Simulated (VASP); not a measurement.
# Al2O3 (P-6m2) in VASP: further runs

Al2O3 is run at these levels: PBEsol; tasks: single point.

Everything below comes from runs of VASP 6.6.1. Logs are shortened: lines on timing, memory, paths and dates and some standing lists are left out, and cuts for length are marked.

**1. The cell of the first run**

Symmetry: P-6m2, No. 187, hexagonal system. The conventional cell has a = 2.884 Å, b = 2.884 Å, c = 9.477 Å, α = 90.00°, β = 90.00°, γ = 120.00°. Within 2.4 Å of Al (site symmetry 3m) lie 6 O at 1.80 to 2.19 Å. Within 2.4 Å of O (site symmetry 3m) lie 3 Al at 1.80 Å. Within 2.9 Å of O (site symmetry -6m2) lie 6 Al at 2.19 Å and 12 O at 2.69 to 2.88 Å.

**2. Single point, PBEsol**

Input file INCAR:

```
SYSTEM = Al2O3
  PREC = Accurate
  ENCUT = 520
  EDIFF = 1E-6
  ISMEAR = -1
  SIGMA = 0.02
  LREAL = .False.
  LASPH = .True.
  NELM = 100
  ALGO = Normal
  ISIF = 2
  LWAVE = .False.
  LCHARG = .True.
  GGA = PS
  LELF = .True.
  LVHAR = .True.
  NBANDS = 20
```

Input file KPOINTS:

```
Automatic mesh
0
Gamma
  12 12 2
  0 0 0
```

Input file POSCAR:

```
Al2O3
1.0
    2.8843249500      0.0000000000      0.0000000000
   -1.4421624700      2.4978986800      0.0000000000
    0.0000000000      0.0000000000      9.4768057769
Al O
2 3
Direct
    0.0000000000      0.0000000000      0.1499923300
    0.0000000000      0.0000000000      0.8500076700
    0.3333333333      0.6666666667      0.2223169200
    0.6666666667      0.3333333333      0.0000000000
    0.3333333333      0.6666666667      0.7776830800
```

Potentials or basis: VASP PAW PBE potentials, release 64 (Al, O).

The run is started by

```bash
$ cat potpaw_PBE.64/Al/POTCAR potpaw_PBE.64/O/POTCAR > POTCAR
$ mpirun -np 1 vasp_std > vasp.out
```

OUTCAR:

```text
SYSTEM = Al2O3
   PREC = Accurate
   ENCUT = 520
   EDIFF = 1E-6
   ISMEAR = -1
   LREAL = .False.
   LASPH = .True.
   NELM = 100
   ISIF = 2
   GGA = PS

 ion  position               nearest neighbor table
   1  0.000  0.000  0.150-   3 1.80   3 1.80   3 1.80   4 2.19   4 2.19   4 2.19   2 2.84
   2  0.000  0.000  0.850-   5 1.80   5 1.80   5 1.80   4 2.19   4 2.19   4 2.19   1 2.84
   3  0.333  0.667  0.222-   1 1.80   1 1.80   1 1.80
   4  0.667  0.333  0.000-   1 2.19   2 2.19   1 2.19   2 2.19   1 2.19   2 2.19
   5  0.333  0.667  0.778-   2 1.80   2 1.80   2 1.80

  LATTYP: Found a hexagonal cell.
 ALAT       =     2.8843249500
 C/A-ratio  =     3.2856234790

  Lattice vectors:

 A1 = (   2.8843249500,   0.0000000000,   0.0000000000)
 A2 = (  -1.4421624700,   2.4978986800,   0.0000000000)
 A3 = (   0.0000000000,   0.0000000000,   9.4768057769)

Analysis of symmetry for initial positions (statically):
=====================================================================
 Subroutine PRICEL returns:
 Original cell was already a primitive cell.

 Routine SETGRP: Setting up the symmetry group for a
 hexagonal supercell.

 Subroutine GETGRP returns: Found 12 space group operations
 (whereof 12 operations were pure point group operations)
 out of a pool of 24 trial point group operations.

The static configuration has the point symmetry D_3h.

Analysis of symmetry for dynamics (positions and initial velocities):
=====================================================================
 Subroutine PRICEL returns:
 Original cell was already a primitive cell.

 Routine SETGRP: Setting up the symmetry group for a
 hexagonal supercell.

 Subroutine GETGRP returns: Found 12 space group operations
 (whereof 12 operations were pure point group operations)
 out of a pool of 24 trial point group operations.

The dynamic configuration has the point symmetry D_3h.

 Subroutine INISYM returns: Found 12 space group operations
 (whereof 12 operations are pure point group operations),
 and found     1 'primitive' translations

----------------------------------------------------------------------------------------

                                     Primitive cell

  volume of cell :      68.2780

  direct lattice vectors                    reciprocal lattice vectors
     2.884324950  0.000000000  0.000000000     0.346701574  0.200168246  0.000000000
    -1.442162470  2.497898680  0.000000000     0.000000000  0.400336494  0.000000000
     0.000000000  0.000000000  9.476805777     0.000000000  0.000000000  0.105520787

  length of vectors
     2.884324950  2.884324948  9.476805777     0.400336494  0.400336494  0.105520787

  position of ions in fractional coordinates (direct lattice)
     0.000000000  0.000000000  0.149992330
     0.000000000  0.000000000  0.850007670
     0.333333333  0.666666667  0.222316920
     0.666666667  0.333333333  0.000000000
     0.333333333  0.666666667  0.777683080

  ion indices of the primitive-cell ions
   primitive index   ion index
                 1           1
                 2           2
                 3           3
                 4           4
                 5           5

----------------------------------------------------------------------------------------

 KPOINTS: Automatic mesh

Automatic generation of k-mesh.
 Grid dimensions read from file:
 generate k-points for:   12   12    2

 Generating k-lattice:

  Cartesian coordinates                     Fractional coordinates (reciprocal lattice)
     0.028891798  0.016680687  0.000000000     0.083333333  0.000000000  0.000000000
     0.000000000  0.033361375  0.000000000     0.000000000  0.083333333  0.000000000
     0.000000000  0.000000000  0.052760393     0.000000000  0.000000000  0.500000000

  Length of vectors
     0.033361374  0.033361375  0.052760393

  Shift w.r.t. Gamma in fractional coordinates (k-lattice)
     0.000000000  0.000000000  0.000000000

 Subroutine IBZKPT returns following result:
 ===========================================

 Found     38 irreducible k-points:

 Following reciprocal coordinates:
            Coordinates               Weight
  0.000000  0.000000  0.000000      1.000000
  0.083333 -0.000000  0.000000      6.000000
  0.166667 -0.000000  0.000000      6.000000
  0.250000  0.000000  0.000000      6.000000
  0.333333  0.000000  0.000000      6.000000
  0.416667  0.000000  0.000000      6.000000
[... 16 lines left out ...]
  0.250000  0.000000  0.500000      6.000000
  0.333333  0.000000  0.500000      6.000000
 [... further k-points ...]
   k-points           NKPTS =     38   k-points in BZ     NKDIM =     38   number of bands    NBANDS=     20
   number of dos      NEDOS =    301   number of ions     NIONS =      5
   total plane-waves  NPLWV =  40320
   dimension x,y,z NGX =    24 NGY =   24 NGZ =   70
   dimension x,y,z NGXF=    48 NGYF=   48 NGZF=  140
   ions per type =               2   3
   NGX,Y,Z   is equivalent  to a cutoff of  13.83, 13.83, 12.28 a.u.
   NGXF,Y,Z  is equivalent  to a cutoff of  27.67, 27.67, 24.56 a.u.
 SYSTEM =  Al2O3
   PREC   = accura    normal or accurate (medium, high low for compatibility)
   ISTART =      0    job   : 0-new  1-cont  2-samecut
   ICHARG =      2    charge: 1-file 2-atom 10-const
   ISPIN  =      1    spin polarized calculation?
   LNONCOLLINEAR =      F non collinear calculations
   LSORBIT =      F    spin-orbit coupling
   LASPH  =      T    aspherical Exc in radial PAW
   ENCUT  =  520.0 eV  38.22 Ry    6.18 a.u.   5.36  5.36 17.62*2*pi/ulx,y,z
   NELM   =    100;   NELMIN=  2; NELMDL= -5     # of ELM steps
   EDIFF  = 0.1E-05   stopping-criterion for ELM
   LREAL  =      F    real-space projection
   EDIFFG = 0.1E-04   stopping-criterion for IOM
   NSW    =      0    number of steps for IOM
   IBRION =     -1    ionic relax: 0-MD 1-quasi-New 2-CG
   NFREE  =      0    steps in history (QN), initial steepest desc. (CG)
   ISIF   =      2    stress and relaxation
   ISYM   =      2    0-nonsym 1-usesym 2-fastsym
   POTIM  = 0.5000    time-step for ionic-motion
   TEBEG  =    0.0;   TEEND  =   0.0 temperature during run
   PSTRESS=    0.0 pullay stress
   NELECT =      24.0000    total number of electrons
   NUPDOWN=      -1.0000    fix difference up-down
   EMIN   =  10.00;   EMAX   =-10.00  energy-range for DOS
   EFERMI =   0.00;   METHOD = LEGACY
   ISMEAR =    -1;   SIGMA  =   0.02  broadening in eV -4-tet -1-fermi 0-gaus
   EFERMI_NEDOS =   21; number of points for ismear=-14 and -15
   IALGO  =     38    algorithm
   IMIX   =      4    mixing-type and parameters
     AMIX     =   0.40;   BMIX     =  1.00
     AMIX_MAG =   1.60;   BMIX_MAG =  1.00
  volume/ion in A,a.u.               =      13.66        92.15
  Fermi-wavevector in a.u.,A,eV,Ry     =   1.155362  2.183318 18.161906  1.334862
  Thomas-Fermi vector in A             =   2.291992
   LORBIT       =      0    0 simple, 1 ext, 2 COOP (PROOUT), +10 PAW based schemes
   GGA     = PS    functional components
   LHFCALC =     F    Hartree Fock is set to
   AEXX    =    0.0000 exact exchange contribution
   IVDW    =     0    specifies the selected vdW correction
   LEPSILON=     F    determine dielectric tensor
   LRPA    =     F    only Hartree local field effects (RPA)
 non-spin polarized calculation
  energy-cutoff  :      520.00
  volume of cell :       68.28
 maximum number of plane-waves:      1871
 NGX is ok and might be reduce to    24
   NGX = 11   NGY = 11   NGZ = 35

 number of electron      23.9999986 magnetization

 Free energy of the ion-electron system (eV)
  ---------------------------------------------------
  ext. energy  EPLUGINS =         0.00000000
  ---------------------------------------------------
  free energy    TOTEN  =       -38.10937561 eV

  energy without entropy =      -38.10937561  energy(sigma->0) =      -38.10937561

 E-fermi :   1.1699     XC(G=0):  -8.5417

 val. band max:        0.6395123000   @ k =   0.1667  -0.0000   0.0000
 cond. band min:       5.3862642729   @ k =   0.0000   0.0000   0.0000
 fundamental gap:      4.7467519730
 Fermi energy:         1.1699247025

 k-point     1 :       0.0000    0.0000    0.0000
  band No.  band energies     occupation
      1     -17.8626      2.00000
      2     -16.9395      2.00000
      3     -15.7246      2.00000
      4      -4.3232      2.00000
      5      -1.4969      2.00000
      6      -0.7510      2.00000
[... 12 lines left out ...]
     19      15.4988      0.00000
     20      15.5120      0.00000

 k-point     2 :       0.0833   -0.0000    0.0000
  band No.  band energies     occupation
      1     -17.7776      2.00000
      2     -16.8752      2.00000
      3     -15.6914      2.00000
      4      -4.2698      2.00000
      5      -1.6490      2.00000
      6      -0.9916      2.00000
[... 12 lines left out ...]
     19      14.6716      0.00000
     20      15.4574      0.00000

 k-point     3 :       0.1667   -0.0000    0.0000
  band No.  band energies     occupation
      1     -17.5329      2.00000
      2     -16.6938      2.00000
      3     -15.6035      2.00000
      4      -4.1593      2.00000
      5      -2.2874      2.00000
      6      -1.6482      2.00000
[... 12 lines left out ...]
     19      13.6818      0.00000
     20      14.6704      0.00000

 k-point     4 :       0.2500    0.0000    0.0000
  band No.  band energies     occupation
      1     -17.1593      2.00000
      2     -16.4311      2.00000
      3     -15.4969      2.00000
      4      -4.1888      2.00000
      5      -3.2935      2.00000
      6      -2.3697      2.00000
[... 429 lines left out ...]
 k-point    23 :       0.2500    0.0000    0.5000
  band No.  band energies     occupation
      1     -17.1592      2.00000
      2     -16.4313      2.00000
      3     -15.4968      2.00000
      4      -4.1893      2.00000
      5      -3.2917      2.00000
      6      -2.3675      2.00000
[... 12 lines left out ...]
     19      13.2312      0.00000
     20      14.4296      0.00000

 k-point    24 :       0.3333    0.0000    0.5000
  band No.  band energies     occupation
      1     -16.7142      2.00000
      2     -16.1480      2.00000
      3     -15.4274      2.00000
      4      -4.5443      2.00000
      5      -4.2651      2.00000
      6      -3.0706      2.00000
[... 12 lines left out ...]
     19      13.4026      0.00000
     20      14.7108      0.00000

 [... further k-points ...]
[... 5 lines left out ...]
  --------------------------------------------------------------------------------------
  -------------------------------------------------------------------------------------
  Total       -1.4973051     -1.4973051     -2.1765799     -0.0000000      0.0000000      0.0000000
  in kB      -35.1349961    -35.1349962    -51.0745112     -0.0000001      0.0000000      0.0000000
  external PRESSURE =     -40.4481678 kB  Pullay stress =       0.0000000 kB

 VOLUME and BASIS-vectors are now :
 -----------------------------------------------------------------------------
  energy-cutoff  :      520.00
  volume of cell :       68.28
      direct lattice vectors                 reciprocal lattice vectors
     2.884324950  0.000000000  0.000000000     0.346701574  0.200168246  0.000000000
    -1.442162470  2.497898680  0.000000000     0.000000000  0.400336494  0.000000000
     0.000000000  0.000000000  9.476805777     0.000000000  0.000000000  0.105520787

 POSITION                                       TOTAL-FORCE (eV/Angst)
 -----------------------------------------------------------------------------------
      0.00000      0.00000      1.42145         0.000000      0.000000     -0.244479
      0.00000      0.00000      8.05536        -0.000000      0.000000      0.244479
      0.00000      1.66527      2.10685         0.000000     -0.000000     -0.334013
      1.44216      0.83263      0.00000         0.000000     -0.000000      0.000000
      0.00000      1.66527      7.36995        -0.000000      0.000000      0.334013
 -----------------------------------------------------------------------------------
    total drift:                                0.000001     -0.000000      0.000000

  FREE ENERGIE OF THE ION-ELECTRON SYSTEM (eV)
  ---------------------------------------------------
  free  energy   TOTEN  =       -38.1093756065 eV

  energy  without entropy=      -38.1093756065  energy(sigma->0) =      -38.10937561
```

Run time: 36 s. Hardware: 1 thread of Intel Xeon Platinum 8488C (Sapphire Rapids), shared host; peak memory 0.2 GiB.

What came out:

| Quantity | Value |
| --- | --- |
| Free energy | -38.1094 eV |
| Pressure | -4.0 GPa |
| Largest force | 0.334 eV/Å |
| Band gap on the k mesh | 4.75 eV, indirect (least direct gap 4.98 eV) |

Forces in eV/Å, atoms in the order of the input:
```
Al   0.000  0.000 -0.244
Al   0.000  0.000  0.244
O    0.000  0.000 -0.334
O    0.000  0.000  0.000
O    0.000  0.000  0.334
```

Stress tensor (GPa, compression positive):
```
-3.51  0.00  0.00
 0.00 -3.51  0.00
 0.00  0.00 -5.11
```

Caveat: the PAW data sets were made with another functional, which shifts forces and pressure a little.

(Part 1 of 2 ends here.)
